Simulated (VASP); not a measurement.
Wanted: the native input for a VASP 6.6.1 run.

* Task: single point
* Functional: PBE
* Potentials or basis: VASP PAW PBE potentials, release 64 (Gd)
* Cutoff: 520 eV
* k mesh: 15 × 15 × 15
* Occupations: fermi-dirac, width 0.08 eV
* Spin: collinear spin, ferromagnetic start
* Starting moments: [7.0] μB
* Dipole correction: no
* Further INCAR settings: ALGO = Normal; EDIFF = 1e-06; NBANDS = 19

The structure of Gd lies in POSCAR:

```
Gd
1.0
   -1.9137741803      1.9137741803      1.9137741803
    1.9137741803     -1.9137741803      1.9137741803
    1.9137741803      1.9137741803     -1.9137741803
Gd
1
Direct
    0.0000000000      0.0000000000      0.0000000000
```

This isn't the form of Gd at room conditions, which is hcp.

The input as run:

INCAR

```
  PREC = Accurate
  ENCUT = 520
  EDIFF = 1E-6
  ISMEAR = -1
  SIGMA = 0.08
  LREAL = F
  LASPH = T
  NELM = 150
  ALGO = Normal
  ISIF = 2
  LWAVE = F
  LCHARG = F
  ISPIN = 2
  MAGMOM = 7
  LORBIT = 11
  LMAXMIX = 6
  GGA = PE
  NBANDS = 19
```

KPOINTS

```
Automatic mesh
0
Gamma
  15 15 15
```

Potentials or basis: VASP PAW PBE potentials, release 64 (Gd).

Command:

```bash
$ cat potpaw_PBE.64/Gd/POTCAR > POTCAR
$ mpirun -np 1 vasp_std > vasp.out
```

It gave:

```json
{
  "Pressure": "7.5 GPa",
  "Net moment": "7.57 μB per cell",
  "Site moments": "Gd +7.01 μB",
  "Valence electrons inside the program's atomic spheres": "Gd 15.29"
}
```

Caveat: the cell stands under pressure.

It took 9.9 min on 1 thread of Oxide Virtual Turin-like Processor, on a shared host, peak memory 0.22 GiB.
